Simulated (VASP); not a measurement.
Wanted: the native input for a VASP 6.6.1 run.

* Task: single point
* Functional: PBE
* Potentials or basis: VASP PAW PBE potentials, release 64 (Fe, O)
* Cutoff: 520 eV
* k mesh: 6 × 6 × 6
* Occupations: gaussian, width 0.1 eV
* Spin: collinear spin, ferromagnetic start
* Starting moments: [3.87, 0.41] μB
* Dipole correction: no
* Further INCAR settings: ALGO = Normal; EDIFF = 1e-07; NBANDS = 18

The structure of FeO lies in POSCAR:

```
FeO
1.0
    2.6491406100      0.0000000000      0.0000000000
    0.0000000000      2.6491406100      0.0000000000
    0.0000000000      0.0000000000      2.6491406100
Fe O
1 1
Direct
    0.0000000000      0.0000000000      0.0000000000
    0.5000000000      0.5000000000      0.5000000000
```

One way to write it, as run:

INCAR

```
ALGO = Normal ; EDIFF = 1E-7
ENCUT = 520 ; GGA = PE
ISIF = 2 ; ISMEAR = 0
ISPIN = 2 ; LASPH = True
LCHARG = False ; LMAXMIX = 4
LORBIT = 11 ; LREAL = False
LWAVE = False ; MAGMOM = 3.87 0.41
NBANDS = 18 ; NELM = 150
PREC = Accurate ; SIGMA = 0.1
```

KPOINTS

```
k-points
0
Gamma
  6 6 6
```

Potentials or basis: VASP PAW PBE potentials, release 64 (Fe, O).

Launch:

```bash
$ cat potpaw_PBE.64/Fe/POTCAR potpaw_PBE.64/O/POTCAR > POTCAR
$ mpirun -np 1 vasp_std > vasp.out
```

It gave:

```
Pressure                                              : -0.2 GPa
Band gap on the k mesh                                : zero (filled and empty bands overlap)
Net moment                                            : 4.00 μB per cell
Site moments                                          : Fe +3.54; O +0.37 μB
Valence electrons inside the program's atomic spheres : Fe 6.74; O 4.96
```

Caveat: the k points lie up to 0.40 Å⁻¹ apart, too coarse for converged energies and pressures of a metal; a cell with one magnetic atom can't hold antiferromagnetic order, which such compounds often take; semilocal functionals often make such compounds metallic where correlation or magnetic order opens a gap, which also shifts bond lengths.

It took 9.6 s on 1 thread of Intel(R) Xeon(R) 6975P-C (Granite Rapids) (shared host), peak memory 0.13 GiB.
